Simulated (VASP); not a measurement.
# SnO in VASP: a series of runs

Runs on SnO. Level: PBE+D3(BJ). Tasks: single point.

Program: VASP 6.6.1. These are calculated values, not measurements. Logs are shortened: lines on timing, memory, paths and dates and some standing lists are left out, and cuts for length are marked.

**1. The cell of the first run**

The cell holds a slab with vacuum, 8 atoms: a = 3.820 Å, b = 3.820 Å, c = 22.226 Å, α = 90.00°, β = 90.00°, γ = 90.00°.

**2. Single point, PBE+D3(BJ) (layers slid over each other)**

INCAR

```
PREC = Accurate
ENCUT = 520
EDIFF = 1E-6
ISMEAR = 0
SIGMA = 0.05
LREAL = F
LASPH = T
NELM = 100
ALGO = Normal
ISIF = 2
LWAVE = F
LCHARG = F
LDIPOL = T
IDIPOL = 3
DIPOL = 0.5 0.5 0.399
GGA = PE
IVDW = 12
NBANDS = 50
```

KPOINTS

```
Automatic mesh
0
Gamma
  7 7 1
```

POSCAR

```
SnO
1.0
    3.8201528477      0.0002954339      0.0000000000
   -0.0003145169      3.8201528461      0.0000000000
    0.0000000000      0.0000000000     22.2260749922
Sn O
4 4
Direct
    0.9999452930      0.9999452930      0.2024648977
    0.4999452930      0.4999452930      0.3087831522
    0.6249452930      0.7499452930      0.4887519501
    0.1249452930      0.2499452930      0.5950702046
    0.9999461076      0.4999461076      0.2556240249
    0.4999461076      0.9999461076      0.2556240249
    0.6249461076      0.2499461076      0.5419110773
    0.1249461076      0.7499461076      0.5419110773
```

Potentials or basis: VASP PAW PBE potentials, release 64 (Sn_d, O).

The run is started by

```
$ cat potpaw_PBE.64/Sn_d/POTCAR potpaw_PBE.64/O/POTCAR > POTCAR
$ mpirun -np 1 vasp_std > vasp.out
```

OUTCAR:

```text
PREC = Accurate
   ENCUT = 520
   EDIFF = 1E-6
   ISMEAR = 0
   LREAL = F
   LASPH = T
   NELM = 100
   ISIF = 2
   GGA = PE
   IVDW = 12
 IVDW          = 12

 ion  position               nearest neighbor table
   1  1.000  1.000  0.202-   5 2.25   6 2.25   5 2.25   6 2.25   2 3.59   2 3.59   2 3.59   2 3.59

   2  0.500  0.500  0.309-   6 2.25   5 2.25   6 2.25   5 2.25   1 3.59   1 3.59   1 3.59   1 3.59

   3  0.625  0.750  0.489-   7 2.25   8 2.25   7 2.25   8 2.25   4 3.59   4 3.59   4 3.59   4 3.59

   4  0.125  0.250  0.595-   8 2.25   7 2.25   8 2.25   7 2.25   3 3.59   3 3.59   3 3.59   3 3.59

   5  1.000  0.500  0.256-   1 2.25   2 2.25   1 2.25   2 2.25
   6  0.500  1.000  0.256-   1 2.25   2 2.25   1 2.25   2 2.25
   7  0.625  0.250  0.542-   3 2.25   4 2.25   3 2.25   4 2.25
   8  0.125  0.750  0.542-   3 2.25   4 2.25   3 2.25   4 2.25

  LATTYP: Found a simple tetragonal cell.
 ALAT       =     3.8201528591
 C/A-ratio  =     5.8181114243

  Lattice vectors:

 A1 = (   3.8201528477,   0.0002954339,   0.0000000000)
 A2 = (  -0.0003145169,   3.8201528461,   0.0000000000)
 A3 = (   0.0000000000,   0.0000000000,  22.2260749922)

Analysis of symmetry for initial positions (statically):
=====================================================================
 Subroutine PRICEL returns:
 Original cell was already a primitive cell.

 Routine SETGRP: Setting up the symmetry group for a
 simple tetragonal supercell.

 Subroutine GETGRP returns: Found  2 space group operations
 (whereof  1 operations were pure point group operations)
 out of a pool of 16 trial point group operations.

The static configuration has the point symmetry C_1 .
 The point group associated with its full space group is S_2 .

Analysis of symmetry for dynamics (positions and initial velocities):
=====================================================================
 Subroutine PRICEL returns:
 Original cell was already a primitive cell.

 Routine SETGRP: Setting up the symmetry group for a
 simple tetragonal supercell.

 Subroutine GETGRP returns: Found  2 space group operations
 (whereof  1 operations were pure point group operations)
 out of a pool of 16 trial point group operations.

The dynamic configuration has the point symmetry C_1 .
 The point group associated with its full space group is S_2 .

 Subroutine INISYM returns: Found  2 space group operations
 (whereof  1 operations are pure point group operations),
 and found     1 'primitive' translations

----------------------------------------------------------------------------------------

[... 119 lines left out ...]
   EFERMI_NEDOS =   21; number of points for ismear=-14 and -15
   IALGO  =     38    algorithm
   IMIX   =      4    mixing-type and parameters
     AMIX     =   0.40;   BMIX     =  1.00
     AMIX_MAG =   1.60;   BMIX_MAG =  1.00
  volume/ion in A,a.u.               =      40.54       273.61
  Fermi-wavevector in a.u.,A,eV,Ry     =   1.026668  1.940121 14.341186  1.054047
  Thomas-Fermi vector in A             =   2.160573
   LORBIT       =      0    0 simple, 1 ext, 2 COOP (PROOUT), +10 PAW based schemes
   GGA     = PE    functional components
   LHFCALC =     F    Hartree Fock is set to
   AEXX    =    0.0000 exact exchange contribution
   IVDW    =    12    specifies the selected vdW correction
   LEPSILON=     F    determine dielectric tensor
   LRPA    =     F    only Hartree local field effects (RPA)
 non-spin polarized calculation
 Gauss-broadening in eV      SIGMA  =   0.05
  energy-cutoff  :      520.00
  volume of cell :      324.36
 maximum number of plane-waves:      8769
   NGX = 15   NGY = 15   NGZ = 83

 dipolmoment           0.000000      0.000000     -0.000000 electrons x Angstroem

 number of electron      79.9999971 magnetization

 dipolmoment           0.000000      0.000000      0.000000 electrons x Angstroem

 Free energy of the ion-electron system (eV)
  ---------------------------------------------------
  ext. energy  EPLUGINS =         0.00000000
  ---------------------------------------------------
  free energy    TOTEN  =       -45.13383236 eV

  energy without entropy =      -45.13383236  energy(sigma->0) =      -45.13383236

 E-fermi :   0.1734     XC(G=0):  -5.2932

 val. band max:       -0.1316767657   @ k =  -0.1429   0.1429   0.0000
 cond. band min:       2.1995266881   @ k =   0.4286  -0.0000   0.0000
 fundamental gap:      2.3312034538
 Fermi energy:         0.1733592262

 k-point     1 :       0.0000    0.0000    0.0000
  band No.  band energies     occupation
      1     -21.0470      2.00000
      2     -21.0470      2.00000
      3     -20.6865      2.00000
      4     -20.6865      2.00000
      5     -20.6497      2.00000
      6     -20.6492      2.00000
[... 1261 lines left out ...]
     49       5.9578      0.00000
     50       6.3215      0.00000

 [... further k-points ...]

------------------------ aborting loop because EDIFF is reached ----------------------------------------

 vacuum level on the upper side and lower side of the slab       (xc-potential included)        -0.154        -0.154

 Edisp (eV)   -1.25467

 E8    (eV) :    -0.5547

  FORCE on cell =-STRESS in cart. coord.  units (eV):
  Direction    XX          YY          ZZ          XY          YZ          ZX
  --------------------------------------------------------------------------------------
  -------------------------------------------------------------------------------------
  Total       0.25788     0.31042     0.30648     0.03252     0.37967     0.22269
  in kB       1.27381     1.53332     1.51388     0.16065     1.87538     1.10000
  external pressure =        1.44 kB  Pullay stress =        0.00 kB

 VOLUME and BASIS-vectors are now :
 -----------------------------------------------------------------------------
  energy-cutoff  :      520.00
  volume of cell :      324.36
      direct lattice vectors                 reciprocal lattice vectors
     3.820152848  0.000295434  0.000000000     0.261769629  0.000021552  0.000000000
    -0.000314517  3.820152846  0.000000000    -0.000020244  0.261769629  0.000000000
     0.000000000  0.000000000 22.226074992     0.000000000  0.000000000  0.044992199

 POSITION                                       TOTAL-FORCE (eV/Angst)
 -----------------------------------------------------------------------------------
      3.81963      3.82024      4.50000        -0.004203     -0.007142     -0.080373
      1.90971      1.91002      6.86304        -0.023810     -0.044252      0.050367
      2.38715      2.86509     10.86304         0.023810      0.044252     -0.050367
      0.47723      0.95487     13.22607         0.004203      0.007142      0.080373
      3.81979      1.91017      5.68152        -0.022737      0.014333      0.003512
      1.90956      3.82009      5.68152         0.008552     -0.036356      0.002699
      2.38731      0.95502     12.04456        -0.008552      0.036356     -0.002699
      0.47708      2.86495     12.04456         0.022737     -0.014333     -0.003512
 -----------------------------------------------------------------------------------
    total drift:                               -0.013938     -0.013940      0.000012

  FREE ENERGIE OF THE ION-ELECTRON SYSTEM (eV)
  ---------------------------------------------------
  free  energy   TOTEN  =       -46.3885024622 eV

  energy  without entropy=      -46.3885024622  energy(sigma->0) =      -46.38850246

 vacuum level on the upper side and lower side of the slab         4.802         4.802
```

OSZICAR:

```text
N       E                     dE             d eps       ncg     rms          rms(c)
DAV:   1     0.949659340702E+03    0.94966E+03   -0.38092E+04  2678   0.180E+03
DAV:   2     0.138664652367E+03   -0.81099E+03   -0.78304E+03  2764   0.497E+02
DAV:   3    -0.386289844872E+02   -0.17729E+03   -0.17147E+03  3070   0.221E+02
[... 15 lines left out ...]
DAV:  19    -0.451338079975E+02   -0.34111E-04   -0.27038E-06  2216   0.149E-02    0.228E-03
DAV:  20    -0.451338261881E+02   -0.18191E-04   -0.12029E-06  2066   0.557E-03    0.266E-03
DAV:  21    -0.451338294244E+02   -0.32363E-05   -0.23581E-07  1834   0.618E-03    0.159E-03
DAV:  22    -0.451338318362E+02   -0.24118E-05   -0.35090E-07  1748   0.344E-03    0.218E-04
DAV:  23    -0.451338323583E+02   -0.52211E-06   -0.12117E-07  1792   0.234E-03
   1 F= -.46388502E+02 E0= -.46388502E+02  d E =-.161743E-18
```

Wall time 4.4 min (1 thread of Intel Xeon Platinum 8481C at 2.70GHz (Sapphire Rapids), shared host); peak memory 0.52 GiB.

Results:

- Free energy: -46.3885 eV
- Largest force: 0.081 eV/Å
- Band gap on the k mesh: 2.33 eV (least direct gap 2.51 eV)
- Dispersion energy per atom: -0.157 eV

Forces in eV/Å, atoms in the order of the input:
```
Sn  -0.004 -0.007 -0.080
Sn  -0.024 -0.044  0.050
Sn   0.024  0.044 -0.050
Sn   0.004  0.007  0.080
O   -0.023  0.014  0.004
O    0.009 -0.036  0.003
O   -0.009  0.036 -0.003
O    0.023 -0.014 -0.004
```

Caveat: the cell differs from its parent crystal (layers slid over each other); spin-orbit coupling is left out, which moves the levels of the heavy elements.

**3. Single point, PBE+D3(BJ) (layers slid over each other)**

INCAR

```
SYSTEM = SnO
ALGO = Normal
DIPOL = 0.5 0.5 0.399
EDIFF = 1E-6
ENCUT = 520
GGA = PE
IDIPOL = 3
ISIF = 2
ISMEAR = 0
IVDW = 12
LASPH = .TRUE.
LCHARG = .FALSE.
LDIPOL = .TRUE.
LREAL = .FALSE.
LWAVE = .FALSE.
NBANDS = 50
NELM = 80
PREC = Accurate
SIGMA = 0.05
```

KPOINTS

```
k-points
0
G
  7 7 1
  0 0 0
```

POSCAR

```
SnO
1.0
    3.8201528477      0.0002954339      0.0000000000
   -0.0003145169      3.8201528461      0.0000000000
    0.0000000000      0.0000000000     22.2260749922
Sn O
4 4
Direct
    0.9999452930      0.9999452930      0.2024648977
    0.4999452930      0.4999452930      0.3087831522
    0.7499452930      0.8749452930      0.4887519501
    0.2499452930      0.3749452930      0.5950702046
    0.9999461076      0.4999461076      0.2556240249
    0.4999461076      0.9999461076      0.2556240249
    0.7499461076      0.3749461076      0.5419110773
    0.2499461076      0.8749461076      0.5419110773
```

Potentials or basis: VASP PAW PBE potentials, release 64 (Sn_d, O).

The run is started by

```
$ cat potpaw_PBE.64/Sn_d/POTCAR potpaw_PBE.64/O/POTCAR > POTCAR
$ mpirun -np 1 vasp_std > vasp.out
```

It took 7 min on 1 thread of Intel Xeon 6975P-C (Granite Rapids), shared host; peak memory 0.52 GiB.

Results (log left out):

| Property | Result |
| --- | --- |
| Free energy | -46.4367 eV |
| Largest force | 0.148 eV/Å |
| Band gap on the k mesh | 2.51 eV (least direct gap 2.53 eV) |
| Dispersion energy per atom | -0.157 eV |

Forces in eV/Å, atoms in the order of the input:
```
Sn  -0.004 -0.004 -0.077
Sn  -0.020 -0.021  0.145
Sn   0.020  0.021 -0.145
Sn   0.004  0.004  0.077
O   -0.025  0.008  0.012
O    0.009 -0.020  0.011
O   -0.009  0.020 -0.011
O    0.025 -0.008 -0.012
```

Levels at points of the mesh, in eV from the valence-band top:
```
           k point  band 36  band 37  band 38  band 39  band 40  band 41  band 42  band 43  band 44  band 45
(0.00, 0.00, 0.00)    -1.98    -1.98    -1.98    -0.66    -0.03     2.51     2.83     2.83     3.87     4.85
```

Caveat: the cell differs from its parent crystal (layers slid over each other); spin-orbit coupling is left out, which moves the levels of the heavy elements.
